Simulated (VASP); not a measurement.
# BeTeS3 (P-6m2) in VASP: relaxation of cell and atoms with PBE

Aim: the relaxation of cell and atoms of BeTeS3 with PBE.

Everything below comes from runs of VASP 6.6.1. Logs are shortened: lines on timing, memory, paths and dates and some standing lists are left out, and cuts for length are marked.

## Step 1: The cell of the first run

The structure is hexagonal, space group P-6m2 (No. 187). Conventional cell: a = 3.569 Å, b = 3.569 Å, c = 11.813 Å, α = 90.00°, β = 90.00°, γ = 120.00°. Within 2.7 Å of Be (site symmetry -6m2) lie 3 S at 2.06 Å. Te (site symmetry -6m2) has 6 S at 2.70 Å and 6 Te at 3.57 Å within 3.6 Å. S (site symmetry 3m) has 3 Te at 2.70 Å and 7 S at 3.49 to 3.57 Å within 3.6 Å. Within 2.7 Å of S (site symmetry -6m2) lie 3 Be at 2.06 Å.

The cell was generated, and may not be a known phase.

## Step 2: Relaxation of cell and atoms, PBE

INCAR

```
SYSTEM = BeTeS3
PREC     = Accurate       ! precision mode
ENCUT    = 600            ! plane-wave cutoff, eV
EDIFF    = 1E-6           ! SCF threshold, eV
ISMEAR   = 0              ! smearing method
SIGMA    = 0.02           ! smearing width, eV
LREAL    = .False.        ! projectors in reciprocal space
LASPH    = .True.         ! aspherical terms in the spheres
NELM     = 80             ! most SCF steps
ALGO     = Normal         ! electronic algorithm
ISIF     = 3              ! what is computed and relaxed
LWAVE    = .False.        ! write WAVECAR
LCHARG   = .False.        ! write CHGCAR
GGA      = PE             ! functional
IBRION   = 2              ! ionic algorithm
NSW      = 100            ! ionic steps
EDIFFG   = -0.01          ! ionic threshold
```

KPOINTS

```
Automatic mesh
0
Gamma
  12 12 4
  0 0 0
```

POSCAR

```
BeTeS3
1.0
    3.5691969616      0.0000000000      0.0000000000
   -1.7845984808      3.0910152399      0.0000000000
    0.0000000000      0.0000000000     11.8130123761
Be Te S
1 1 3
Direct
    0.3333333333      0.6666666667      0.5000000000
    0.6666666667      0.3333333333      0.0000000000
    0.0000000000      0.0000000000      0.8520755159
    0.0000000000      0.0000000000      0.1479244841
    0.6666666667      0.3333333333      0.5000000000
```

Potentials or basis: VASP PAW PBE potentials, release 64 (Be, Te, S).

The run is started by

```bash
cat potpaw_PBE.64/Be/POTCAR potpaw_PBE.64/Te/POTCAR potpaw_PBE.64/S/POTCAR > POTCAR
mpirun -np 1 vasp_std > vasp.out
```

OUTCAR:

```text
SYSTEM = BeTeS3
   PREC = Accurate
   ENCUT = 600
   EDIFF = 1E-6
   ISMEAR = 0
   LREAL = .False.
   LASPH = .True.
   NELM = 80
   ISIF = 3
   GGA = PE
   IBRION = 2
   NSW = 100
   EDIFFG = -0.01

 ion  position               nearest neighbor table
   1  0.333  0.667  0.500-   5 2.06   5 2.06   5 2.06
   2  0.667  0.333  0.000-   3 2.70   4 2.70   3 2.70   4 2.70   3 2.70   4 2.70
   3  0.000  0.000  0.852-   2 2.70   2 2.70   2 2.70
   4  0.000  0.000  0.148-   2 2.70   2 2.70   2 2.70
   5  0.667  0.333  0.500-   1 2.06   1 2.06   1 2.06

  LATTYP: Found a hexagonal cell.
 ALAT       =     3.5691969616
 C/A-ratio  =     3.3097115411

  Lattice vectors:

 A1 = (   3.5691969616,   0.0000000000,   0.0000000000)
 A2 = (  -1.7845984808,   3.0910152399,   0.0000000000)
 A3 = (   0.0000000000,   0.0000000000,  11.8130123761)

Analysis of symmetry for initial positions (statically):
=====================================================================
 Subroutine PRICEL returns:
 Original cell was already a primitive cell.

 Routine SETGRP: Setting up the symmetry group for a
 hexagonal supercell.

 Subroutine GETGRP returns: Found 12 space group operations
 (whereof 12 operations were pure point group operations)
 out of a pool of 24 trial point group operations.

The static configuration has the point symmetry D_3h.

Analysis of symmetry for dynamics (positions and initial velocities):
=====================================================================
 Subroutine PRICEL returns:
 Original cell was already a primitive cell.

 Routine SETGRP: Setting up the symmetry group for a
 hexagonal supercell.

 Subroutine GETGRP returns: Found 12 space group operations
 (whereof 12 operations were pure point group operations)
 out of a pool of 24 trial point group operations.

The dynamic configuration has the point symmetry D_3h.

 Subroutine INISYM returns: Found 12 space group operations
 (whereof 12 operations are pure point group operations),
 and found     1 'primitive' translations

----------------------------------------------------------------------------------------

                                     Primitive cell

  volume of cell :     130.3264

  direct lattice vectors                    reciprocal lattice vectors
     3.569196962  0.000000000  0.000000000     0.280175068  0.161759151  0.000000000
    -1.784598481  3.091015240  0.000000000     0.000000000  0.323518301  0.000000000
     0.000000000  0.000000000 11.813012376     0.000000000  0.000000000  0.084652413

  length of vectors
     3.569196962  3.569196962 11.813012376     0.323518301  0.323518301  0.084652413

  position of ions in fractional coordinates (direct lattice)
     0.333333333  0.666666667  0.500000000
     0.666666667  0.333333333  0.000000000
     0.000000000  0.000000000  0.852075516
     0.000000000  0.000000000  0.147924484
     0.666666667  0.333333333  0.500000000

  ion indices of the primitive-cell ions
   primitive index   ion index
                 1           1
                 2           2
                 3           3
                 4           4
                 5           5

----------------------------------------------------------------------------------------

 KPOINTS: Automatic mesh

Automatic generation of k-mesh.
 Grid dimensions read from file:
 generate k-points for:   12   12    4

 Generating k-lattice:

  Cartesian coordinates                     Fractional coordinates (reciprocal lattice)
     0.023347922  0.013479929  0.000000000     0.083333333 -0.000000000  0.000000000
     0.000000000  0.026959858  0.000000000     0.000000000  0.083333333  0.000000000
     0.000000000  0.000000000  0.021163103     0.000000000  0.000000000  0.250000000

  Length of vectors
     0.026959858  0.026959858  0.021163103

  Shift w.r.t. Gamma in fractional coordinates (k-lattice)
     0.000000000  0.000000000  0.000000000

 Subroutine IBZKPT returns following result:
 ===========================================

 Found     57 irreducible k-points:

 Following reciprocal coordinates:
            Coordinates               Weight
  0.000000  0.000000  0.000000      1.000000
  0.083333  0.000000  0.000000      6.000000
  0.166667  0.000000  0.000000      6.000000
  0.250000  0.000000  0.000000      6.000000
  0.333333  0.000000  0.000000      6.000000
  0.416667  0.000000  0.000000      6.000000
[... 16 lines left out ...]
  0.250000  0.000000  0.250000     12.000000
  0.333333  0.000000  0.250000     12.000000
 [... further k-points ...]
   k-points           NKPTS =     57   k-points in BZ     NKDIM =     57   number of bands    NBANDS=     17
   number of dos      NEDOS =    301   number of ions     NIONS =      5
   total plane-waves  NPLWV =  86400
   dimension x,y,z NGX =    30 NGY =   30 NGZ =   96
   dimension x,y,z NGXF=    60 NGYF=   60 NGZF=  192
   ions per type =               1   1   3
   NGX,Y,Z   is equivalent  to a cutoff of  13.97, 13.97, 13.51 a.u.
   NGXF,Y,Z  is equivalent  to a cutoff of  27.95, 27.95, 27.02 a.u.
 SYSTEM =  BeTeS3
   PREC   = accura    normal or accurate (medium, high low for compatibility)
   ISTART =      0    job   : 0-new  1-cont  2-samecut
   ICHARG =      2    charge: 1-file 2-atom 10-const
   ISPIN  =      1    spin polarized calculation?
   LNONCOLLINEAR =      F non collinear calculations
   LSORBIT =      F    spin-orbit coupling
   LASPH  =      T    aspherical Exc in radial PAW
   ENCUT  =  600.0 eV  44.10 Ry    6.64 a.u.   7.13  7.13 23.59*2*pi/ulx,y,z
   NELM   =     80;   NELMIN=  2; NELMDL= -5     # of ELM steps
   EDIFF  = 0.1E-05   stopping-criterion for ELM
   LREAL  =      F    real-space projection
   EDIFFG = -.1E-01   stopping-criterion for IOM
   NSW    =    100    number of steps for IOM
   IBRION =      2    ionic relax: 0-MD 1-quasi-New 2-CG
   NFREE  =      1    steps in history (QN), initial steepest desc. (CG)
   ISIF   =      3    stress and relaxation
   ISYM   =      2    0-nonsym 1-usesym 2-fastsym
   POTIM  = 0.5000    time-step for ionic-motion
   TEBEG  =    0.0;   TEEND  =   0.0 temperature during run
   PSTRESS=    0.0 pullay stress
   NELECT =      26.0000    total number of electrons
   NUPDOWN=      -1.0000    fix difference up-down
   EMIN   =  10.00;   EMAX   =-10.00  energy-range for DOS
   EFERMI =   0.00;   METHOD = LEGACY
   ISMEAR =     0;   SIGMA  =   0.02  broadening in eV -4-tet -1-fermi 0-gaus
   EFERMI_NEDOS =   21; number of points for ismear=-14 and -15
   IALGO  =     38    algorithm
   IMIX   =      4    mixing-type and parameters
     AMIX     =   0.40;   BMIX     =  1.00
     AMIX_MAG =   1.60;   BMIX_MAG =  1.00
  volume/ion in A,a.u.               =      26.07       175.90
  Fermi-wavevector in a.u.,A,eV,Ry     =   0.956581  1.807676 12.449978  0.915048
  Thomas-Fermi vector in A             =   2.085522
   LORBIT       =      0    0 simple, 1 ext, 2 COOP (PROOUT), +10 PAW based schemes
   GGA     = PE    functional components
   LHFCALC =     F    Hartree Fock is set to
   AEXX    =    0.0000 exact exchange contribution
   IVDW    =     0    specifies the selected vdW correction
   LEPSILON=     F    determine dielectric tensor
   LRPA    =     F    only Hartree local field effects (RPA)
 conjugate gradient relaxation of ions
 non-spin polarized calculation
 Gauss-broadening in eV      SIGMA  =   0.02
  energy-cutoff  :      600.00
  volume of cell :      130.33
 maximum number of plane-waves:      4395
 NGX is ok and might be reduce to    30
   NGX = 15   NGY = 15   NGZ = 47

--------------------------------------- Ionic step        1  -------------------------------------------

 number of electron      26.0000001 magnetization

 Free energy of the ion-electron system (eV)
  ---------------------------------------------------
  ext. energy  EPLUGINS =         0.00000000
  ---------------------------------------------------
  free energy    TOTEN  =       -19.86631532 eV

  energy without entropy =      -19.86631532  energy(sigma->0) =      -19.86631532

------------------------ aborting loop because EDIFF is reached ----------------------------------------

  FORCE on cell =-STRESS in cart. coord.  units (eV):
  Direction    XX          YY          ZZ          XY          YZ          ZX
  --------------------------------------------------------------------------------------
  -------------------------------------------------------------------------------------
  Total       -0.0767084     -0.0767084     -0.0923009      0.0000000      0.0000000     -0.0000000
  in kB       -0.9430201     -0.9430201     -1.1347083      0.0000000      0.0000000     -0.0000000
  external PRESSURE =      -1.0069162 kB  Pullay stress =       0.0000000 kB
[... 63 lines left out ...]
  energy  without entropy=      -19.8663774128  energy(sigma->0) =      -19.86637741

--------------------------------------- Ionic step        3  -------------------------------------------

 number of electron      26.0000001 magnetization

 Free energy of the ion-electron system (eV)
  ---------------------------------------------------
  ext. energy  EPLUGINS =         0.00000000
  ---------------------------------------------------
  free energy    TOTEN  =       -19.86640188 eV

  energy without entropy =      -19.86640188  energy(sigma->0) =      -19.86640188

 E-fermi :   2.6539     XC(G=0):  -8.1185

 val. band max:        2.5431263179   @ k =   0.0833   0.0833   0.5000
 cond. band min:       3.0933237213   @ k =   0.3333   0.3333   0.5000
 fundamental gap:      0.5501974034
 Fermi energy:         2.6539060968

 k-point     1 :       0.0000    0.0000    0.0000
  band No.  band energies     occupation
      1     -12.9839      2.00000
      2     -10.3621      2.00000
      3      -9.9114      2.00000
      4      -6.6876      2.00000
      5      -0.7773      2.00000
      6       0.2899      2.00000
[... 9 lines left out ...]
     16       4.7670      0.00000
     17       6.8951      0.00000
[... 443 lines left out ...]
      1     -11.6070      2.00000
      2      -9.5584      2.00000
      3      -9.2919      2.00000
      4      -7.6206      2.00000
      5      -2.7032      2.00000
      6      -2.0398      2.00000
[... 9 lines left out ...]
     16       5.1292      0.00000
     17       7.2283      0.00000

 [... further k-points ...]
[... 5 lines left out ...]
  --------------------------------------------------------------------------------------
  -------------------------------------------------------------------------------------
  Total        0.0127227      0.0127227      0.0002603      0.0000000      0.0000000     -0.0000000
  in kB        0.1566523      0.1566523      0.0032054      0.0000000      0.0000000     -0.0000000
  external PRESSURE =       0.1055033 kB  Pullay stress =       0.0000000 kB
[... 20 lines left out ...]
  FREE ENERGIE OF THE ION-ELECTRON SYSTEM (eV)
  ---------------------------------------------------
  free  energy   TOTEN  =       -19.8664018774 eV

  energy  without entropy=      -19.8664018774  energy(sigma->0) =      -19.86640188

 reached required accuracy - stopping structural energy minimisation
```

It took 5.9 min on 1 thread of Oxide Virtual Turin-like, shared host; peak memory 0.37 GiB.

What came out:

```yaml
Free_energy: -19.8664 eV
Relaxed_volume: 26.02 Å³/atom
Relaxed_cell: a = 3.567 Å, b = 3.567 Å, c = 11.806 Å, α = 90.00°, β = 90.00°, γ = 120.00°
Space_group_after_relaxing_to_0.1_Å: P-6m2 (No. 187)
Energy_gained_by_relaxing: 0.0 meV/atom
Ionic_steps: 3
Pressure_after_relaxing: 0.0 GPa
Band_gap_on_the_k_mesh: 0.55 eV (least direct gap 1.07 eV)
```

Final structure:
```
CELL_PARAMETERS angstrom
3.56745 0.00000 0.00000
-1.78373 3.08950 0.00000
0.00000 0.00000 11.80606
ATOMIC_POSITIONS crystal
Be 0.33333 0.66667 0.50000
Te 0.66667 0.33333 0.00000
S 0.00000 0.00000 0.85214
S 0.00000 0.00000 0.14786
S 0.66667 0.33333 0.50000
```

Caveat: semilocal functionals underestimate gaps, and a narrow one can read as zero; spin-orbit coupling is left out, which moves the levels of the heavy elements; this functional lacks dispersion, which binds layers or chains, so the pressure and a relaxed spacing across them are unreliable.
